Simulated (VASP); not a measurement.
Input of a VASP 6.6.1 run:

File INCAR:

```
PREC = Accurate ; ENCUT = 520
EDIFF = 1E-6 ; ISMEAR = 0
SIGMA = 0.15 ; LREAL = False
LASPH = True ; NELM = 60
ALGO = Normal ; ISIF = 2
LWAVE = False ; LCHARG = False
GGA = PS ; IVDW = 12
NBANDS = 16
```

File KPOINTS:

```
regular mesh
0
Gamma
  21 21 8
```

POSCAR

```
C
1.0
    2.4557062978      0.0000000000      0.0000000000
   -1.2278531489      2.1267040381      0.0000000000
    0.0000000000      0.0000000000      7.0670315837
C
4
Direct
    0.0000000000      0.0000000000      0.0025000000
    0.0000000000      0.0000000000      0.5025000000
    0.3333333333      0.6666666667      0.0025000000
    0.6666666667      0.3333333333      0.5025000000
```

Potentials or basis: VASP PAW PBE potentials, release 64 (C).

Run with:

```console
$ cat potpaw_PBE.64/C/POTCAR > POTCAR
$ mpirun -np 1 vasp_std > vasp.out
```

(1) Estimate the dispersion energy per atom.

(2) Predict the pressure.

Answers

(1) -0.104 eV.

(2) 1.0 GPa.

Caveat: the PAW data sets were made with another functional, which shifts forces and pressure a little.
